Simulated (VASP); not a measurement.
The system is SiC.

```
Si C
1.0
    -0.06790    2.19728    2.19728
     2.19728   -0.06790    2.19728
     2.19728    2.19728   -0.06790
Si C
1 1
Cartesian
  -0.0046 -0.0046 -0.0046
  1.0863 1.0863 1.0863
```

This cell differs from its parent crystal: epitaxial 111 strain +4.0%.

Base run:

* Program: VASP 6.6.1
* Functional: PBE
* Potentials or basis: VASP PAW PBE potentials, release 64 (Si, C)
* Cutoff: 520 eV
* k mesh: 6 × 6 × 6
* Occupations: gaussian, width 0.01 eV
* Spin: no spin polarisation

Its results: band gap on the k mesh 1.15 eV, indirect (least direct gap 4.16 eV); pressure -10.2 GPa; largest force 0.047 eV/Å.

Q: The run is repeated on the same cell with these changes: functional from PBE to r2SCAN; k mesh from 6 × 6 × 6 to 10 × 10 × 10. What comes out?

A: Band gap on the k mesh 1.50 eV, indirect (least direct gap 4.65 eV); pressure -13.9 GPa; largest force 0.004 eV/Å.

Several settings changed at once, so the effect can't be laid on one alone.

Caveats: the PAW data sets were made with another functional, which shifts forces and pressure a little (some runs).

A k mesh can miss the band edges.
